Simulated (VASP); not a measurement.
# Pb (Im-3m) in VASP: further runs

Pb is run at these levels: SVWN5, LDA, r2SCAN0; tasks: single point.

All numbers are computed with VASP 6.6.1; they aren't measurements. Logs are shortened: lines on timing, memory, paths and dates and some standing lists are left out, and cuts for length are marked.

### Step 1. The cell of the first run

The structure is cubic, space group Im-3m (No. 229). The conventional cell has a = 4.265 Å, b = 4.265 Å, c = 4.265 Å, α = 90.00°, β = 90.00°, γ = 90.00°. Within 4.9 Å of Pb (site symmetry m-3m) lie 14 Pb at 3.69 to 4.27 Å.

This isn't the form of Pb at room conditions, which is fcc.

### Step 2. Single point, SVWN5, collinear spin, zero start (38.79 Å³/atom)

Contents of INCAR:

```
SYSTEM = Pb
PREC = Accurate
ENCUT = 520
EDIFF = 1E-7
ISMEAR = 1
SIGMA = 0.1
LREAL = .FALSE.
LASPH = .TRUE.
NELM = 150
ALGO = Fast
ISIF = 2
LWAVE = .FALSE.
LCHARG = .FALSE.
ISPIN = 2
MAGMOM = 0
LORBIT = 11
GGA = VW
NBANDS = 17
```

Contents of KPOINTS:

```
regular mesh
0
G
  9 9 9
  0 0 0
```

Contents of POSCAR:

```
Pb
1.0
   -2.1325236225      2.1325236225      2.1325236225
    2.1325236225     -2.1325236225      2.1325236225
    2.1325236225      2.1325236225     -2.1325236225
Pb
1
Direct
    0.0000000000      0.0000000000      0.0000000000
```

Potentials or basis: VASP PAW PBE potentials, release 64 (Pb_d).

Launch:

```console
> cat potpaw_PBE.64/Pb_d/POTCAR > POTCAR
> mpirun -np 1 vasp_std > vasp.out
```

OUTCAR:

```text
SYSTEM = Pb
   PREC = Accurate
   ENCUT = 520
   EDIFF = 1E-7
   ISMEAR = 1
   LREAL = .FALSE.
   LASPH = .TRUE.
   NELM = 150
   ISIF = 2
   ISPIN = 2
   LORBIT = 11
   GGA = VW

 ion  position               nearest neighbor table
   1  0.000  0.000  0.000-

  LATTYP: Found a body centered cubic cell.
 ALAT       =     4.2650472450

  Lattice vectors:

 A1 = (  -2.1325236225,   2.1325236225,   2.1325236225)
 A2 = (   2.1325236225,  -2.1325236225,   2.1325236225)
 A3 = (   2.1325236225,   2.1325236225,  -2.1325236225)

Analysis of symmetry for initial positions (statically):
=====================================================================
 Subroutine PRICEL returns:
 Original cell was already a primitive cell.

 Routine SETGRP: Setting up the symmetry group for a
 body centered cubic supercell.

 Subroutine GETGRP returns: Found 48 space group operations
 (whereof 48 operations were pure point group operations)
 out of a pool of 48 trial point group operations.

The static configuration has the point symmetry O_h .

Analysis of symmetry for dynamics (positions and initial velocities):
=====================================================================
 Subroutine PRICEL returns:
 Original cell was already a primitive cell.

 Routine SETGRP: Setting up the symmetry group for a
 body centered cubic supercell.

 Subroutine GETGRP returns: Found 48 space group operations
 (whereof 48 operations were pure point group operations)
 out of a pool of 48 trial point group operations.

The dynamic configuration has the point symmetry O_h .

Analysis of structural, dynamic, and magnetic symmetry:
=====================================================================
 Subroutine PRICEL returns:
 Original cell was already a primitive cell.

 Routine SETGRP: Setting up the symmetry group for a
 body centered cubic supercell.

 Subroutine GETGRP returns: Found 48 space group operations
 (whereof 48 operations were pure point group operations)
 out of a pool of 48 trial point group operations.

The overall configuration has the point symmetry O_h .

 Subroutine INISYM returns: Found 48 space group operations
 (whereof 48 operations are pure point group operations),
 and found     1 'primitive' translations

----------------------------------------------------------------------------------------

                                     Primitive cell

  volume of cell :      38.7919

  direct lattice vectors                    reciprocal lattice vectors
[... 101 lines left out ...]
   EFERMI_NEDOS =   21; number of points for ismear=-14 and -15
   IALGO  =     68    algorithm
   IMIX   =      4    mixing-type and parameters
     AMIX     =   0.40;   BMIX     =  1.00
     AMIX_MAG =   1.60;   BMIX_MAG =  1.00
  volume/ion in A,a.u.               =      38.79       261.78
  Fermi-wavevector in a.u.,A,eV,Ry     =   1.165566  2.202601 18.484125  1.358545
  Thomas-Fermi vector in A             =   2.302090
   LORBIT       =     11    0 simple, 1 ext, 2 COOP (PROOUT), +10 PAW based schemes
   GGA     = VW    functional components
   LHFCALC =     F    Hartree Fock is set to
   AEXX    =    0.0000 exact exchange contribution
   IVDW    =     0    specifies the selected vdW correction
   LEPSILON=     F    determine dielectric tensor
   LRPA    =     F    only Hartree local field effects (RPA)
 spin polarized calculation
 RMM-DIIS sequential band-by-band and
 Methfessel and Paxton  Order N= 1 SIGMA  =   0.10
  energy-cutoff  :      520.00
  volume of cell :       38.79
 maximum number of plane-waves:      1055
   NGX = 13   NGY = 13   NGZ = 13

 number of electron      14.0000004 magnetization       0.0211758

 Free energy of the ion-electron system (eV)
  ---------------------------------------------------
  ext. energy  EPLUGINS =         0.00000000
  ---------------------------------------------------
  free energy    TOTEN  =        98.10065994 eV

  energy without entropy =       98.10159727  energy(sigma->0) =       98.10097238

 E-fermi :   4.4239     XC(G=0):  -9.3234

 val. band max:        4.4210851581   @ k =   0.2222   0.2222   0.2222
 cond. band min:       4.4294843625   @ k =  -0.4444   0.4444   0.4444
 fundamental gap:      0.0083992045
 Fermi energy:         4.4238932250

 spin component 1

 k-point     1 :       0.0000    0.0000    0.0000
  band No.  band energies     occupation
      1     -12.4400      1.00000
      2     -12.4400      1.00000
      3     -12.4400      1.00000
      4     -12.3208      1.00000
      5     -12.3208      1.00000
      6      -5.9307      1.00000
[... 459 lines left out ...]
      6      -3.0945      1.00000
[... 9 lines left out ...]
     16      24.1714      0.00000
     17      24.4062      0.00000

 [... further k-points ...]

 spin component 2

 k-point     1 :       0.0000    0.0000    0.0000
  band No.  band energies     occupation
      1     -12.3565      1.00000
      2     -12.3565      1.00000
      3     -12.3565      1.00000
      4     -12.2362      1.00000
      5     -12.2362      1.00000
      6      -5.9019      1.00000
[... 459 lines left out ...]
      6      -3.0583      1.00000
[... 9 lines left out ...]
     16      24.1931      0.00000
     17      24.4210      0.00000

 [... further k-points ...]

------------------------ aborting loop because EDIFF is reached ----------------------------------------

  FORCE on cell =-STRESS in cart. coord.  units (eV):
  Direction    XX          YY          ZZ          XY          YZ          ZX
  --------------------------------------------------------------------------------------
  -------------------------------------------------------------------------------------
  Total       -1.7304157     -1.7304157     -1.7304157      0.0000000     -0.0000000      0.0000000
  in kB      -71.4692922    -71.4692922    -71.4692922      0.0000000     -0.0000000      0.0000000
  external PRESSURE =     -71.4692922 kB  Pullay stress =       0.0000000 kB

 VOLUME and BASIS-vectors are now :
 -----------------------------------------------------------------------------
  energy-cutoff  :      520.00
  volume of cell :       38.79
      direct lattice vectors                 reciprocal lattice vectors
    -2.132523622  2.132523622  2.132523622     0.000000000  0.234463991  0.234463991
     2.132523622 -2.132523622  2.132523622     0.234463991  0.000000000  0.234463991
     2.132523622  2.132523622 -2.132523622     0.234463991  0.234463991  0.000000000

 POSITION                                       TOTAL-FORCE (eV/Angst)
 -----------------------------------------------------------------------------------
      0.00000      0.00000      0.00000        -0.000000      0.000000      0.000000
 -----------------------------------------------------------------------------------
    total drift:                               -0.000000     -0.000000     -0.000000

  FREE ENERGIE OF THE ION-ELECTRON SYSTEM (eV)
  ---------------------------------------------------
  free  energy   TOTEN  =        98.1006599433 eV

  energy  without entropy=       98.1015972658  energy(sigma->0) =       98.10097238

 total charge

# of ion       s       p       d       tot
------------------------------------------
    1        1.396   0.653   9.798  11.847

 magnetization (x)

# of ion       s       p       d       tot
------------------------------------------
    1        0.002   0.008  -0.000   0.009
```

stdout:

```text
POSCAR found type information on POSCAR Pb
 POSCAR found :  1 types and       1 ions
 scaLAPACK will be used
 -----------------------------------------------------------------------------
[... 22 lines left out ...]
 num prob  num prob WARNING in EDDRMM: call to ZHEGV failed, returncode =   6  3     10
 num prob  num prob  num prob  num prob WARNING in EDDRMM: call to ZHEGV failed, returncode =   8  4     17
 num prob WARNING in EDDRMM: call to ZHEGV failed, returncode =   6  3     12
 num prob  num prob WARNING in EDDRMM: call to ZHEGV failed, returncode =   6  3     13
 num prob  num prob WARNING in EDDRMM: call to ZHEGV failed, returncode =   6  3     13
 num prob WARNING in EDDRMM: call to ZHEGV failed, returncode =   6  3     12
 num prob  num prob  num prob  num prob  num prob WARNING in EDDRMM: call to ZHEGV failed, returncode =   6  3     13
```

Wall time 24 s (1 thread of Intel Xeon 6975P-C (Granite Rapids), shared host); peak memory 0.16 GiB.

What came out:

| Property | Result |
| --- | --- |
| Free energy | 98.1007 eV |
| Pressure | -7.1 GPa |
| Band gap on the k mesh | zero (filled and empty bands overlap) |
| Net moment | 0.02 μB per cell |
| Valence electrons inside the program's atomic spheres | Pb 11.85 |

Caveat: the cell stands under tension; the PAW data sets were made with another functional, which shifts forces and pressure a little; spin-orbit coupling is left out, which moves the levels of the heavy elements.

### Step 3. Single point, LDA, non-collinear spin, zero start, spin-orbit coupling (32.27 Å³/atom)

This run uses another cell than the first one, of 32.27 Å³/atom.

Contents of INCAR:

```
SYSTEM = Pb
PREC = Accurate
ENCUT = 520
EDIFF = 1E-7
ISMEAR = 0
SIGMA = 0.01
LREAL = .False.
LASPH = .True.
NELM = 150
ALGO = Normal
ISIF = 2
LWAVE = .False.
LCHARG = .True.
LNONCOLLINEAR = .True.
MAGMOM = 0 0 0
LORBIT = 11
LSORBIT = .True.
GGA_COMPAT = .False.
LORBMOM = .True.
LVHAR = .True.
NBANDS = 25
```

Contents of KPOINTS:

```
Automatic mesh
0
Gamma
  9 9 9
  0 0 0
```

Contents of POSCAR:

```
Pb
1.0
   -2.0057107064      2.0057107064      2.0057107064
    2.0057107064     -2.0057107064      2.0057107064
    2.0057107064      2.0057107064     -2.0057107064
Pb
1
Direct
    0.0000000000      0.0000000000      0.0000000000
```

Potentials or basis: VASP PAW LDA potentials, release 64 (Pb_d).

Launch:

```console
> cat potpaw_LDA.64/Pb_d/POTCAR > POTCAR
> mpirun -np 1 vasp_ncl > vasp.out
```

Run time: 32 s. Hardware: 1 thread of Intel Xeon 6975P-C (Granite Rapids), shared host; peak memory 0.22 GiB.

Results (log left out):

```
Free energy                                           : -4.7107 eV
Pressure                                              : -3.5 GPa
Net moment                                            : 0.00 μB per cell
Valence electrons inside the program's atomic spheres : Pb 11.95
```

Moments on the atoms (μB; x, y, z):
```
Pb  0.00 0.00 0.00
```

Caveat: the cell stands under tension.

### Step 4. Single point, r2SCAN0

This run uses another cell than the first one, of 31.03 Å³/atom.

Contents of POSCAR:

```
Pb
1.0
   -1.9796595667      1.9796595667      1.9796595667
    1.9796595667     -1.9796595667      1.9796595667
    1.9796595667      1.9796595667     -1.9796595667
Pb
1
Direct
    0.0000000000      0.0000000000      0.0000000000
```

Contents of INCAR.step1:

```
SYSTEM = Pb
  PREC = Accurate
  ENCUT = 520
  EDIFF = 1E-5
  ISMEAR = 1
  SIGMA = 0.025
  LREAL = .False.
  LASPH = .True.
  NELM = 60
  ALGO = Normal
  ISIF = 2
  LWAVE = .True.
  LCHARG = .False.
  GGA = PE
  NBANDS = 13
```

Contents of INCAR.step2:

```
SYSTEM = Pb
  PREC = Accurate
  ENCUT = 520
  EDIFF = 1E-7
  ISMEAR = 1
  SIGMA = 0.025
  LREAL = .False.
  LASPH = .True.
  NELM = 60
  ALGO = Normal
  ISIF = 2
  LWAVE = .False.
  LCHARG = .False.
  METAGGA = R2SCAN
  LHFCALC = .True.
  AEXX = 0.25
  LMIXTAU = .True.
  PRECFOCK = Normal
  ISTART = 1
  NBANDS = 13
```

Contents of KPOINTS:

```
Automatic mesh
0
Gamma
  6 6 6
  0 0 0
```

Potentials or basis: VASP PAW PBE potentials, release 64 (Pb_d).

Launch:

```console
> cat potpaw_PBE.64/Pb_d/POTCAR > POTCAR
> cp INCAR.step1 INCAR
> mpirun -np 1 vasp_std > vasp.out
> cp INCAR.step2 INCAR
> mpirun -np 1 vasp_std > vasp.out
```

Run time: 9.9 min. Hardware: 1 thread of Intel Xeon 6975P-C (Granite Rapids), shared host; peak memory 0.17 GiB.

It converged, with:

```yaml
Free_energy: -44.4305 eV
Pressure: -1.5 GPa
Band_gap_on_the_k_mesh: zero (bands 7 and 8 overlap by 11.50 eV)
```

Levels at points of the mesh, in eV from the Fermi level:
```
           k point  band 3  band 4  band 5  band 6  band 7  band 8  band 9  band 10  band 11  band 12
(0.00, 0.00, 0.00)  -19.80  -19.55  -19.55  -13.66    8.93    8.93    8.93    12.88    12.88    12.88
(0.50, 0.00, 0.00)  -19.57  -19.57  -19.40   -9.21   -4.95    4.36    6.36     8.88    10.26    15.85
(0.50, 0.50, 0.50)  -19.44  -19.44  -19.44   -5.95   -0.55   -0.55   -0.55     5.61     5.61    18.63
```

Caveat: the k points lie up to 0.37 Å⁻¹ apart, too coarse for converged energies and pressures of a metal; the PAW data sets were made with another functional, which shifts forces and pressure a little; spin-orbit coupling is left out, which moves the levels of the heavy elements.

### Step 5. Overview

```csv
level,potentials or basis,spin,cell,k mesh,smearing,grid for exact exchange (PRECFOCK),share of exact exchange,gap on the mesh (eV),pressure (GPa),moment (μB)
SVWN5,"VASP PAW PBE potentials, release 64 (Pb_d)","collinear, zero start","a = 3.694 Å, angles 109.5°, 1 atom",9 × 9 × 9,methfessel-paxton 0.1 eV,-,-,none,-7.1,0.02
LDA,"VASP PAW LDA potentials, release 64 (Pb_d)","non-collinear, zero start, SOC","a = 3.474 Å, angles 109.5°, 1 atom",9 × 9 × 9,gaussian 0.01 eV,-,-,-,-3.5,0.00
r2SCAN0,"VASP PAW PBE potentials, release 64 (Pb_d)",off,"a = 3.429 Å, angles 109.5°, 1 atom",6 × 6 × 6,methfessel-paxton 0.025 eV,Normal,0.25,none,-1.5,-
```

Alike in all rows: task single point; cutoff (eV) 520.

Caveats: some runs use coarse meshes; the cell stands under tension (at least some runs); the PAW data sets were made with another functional, which shifts forces and pressure a little (at least some runs); spin-orbit coupling is left out, which moves the levels of the heavy elements (at least some runs).

Total energies depend on the potentials used, so only differences within one code and one set of settings carry meaning.
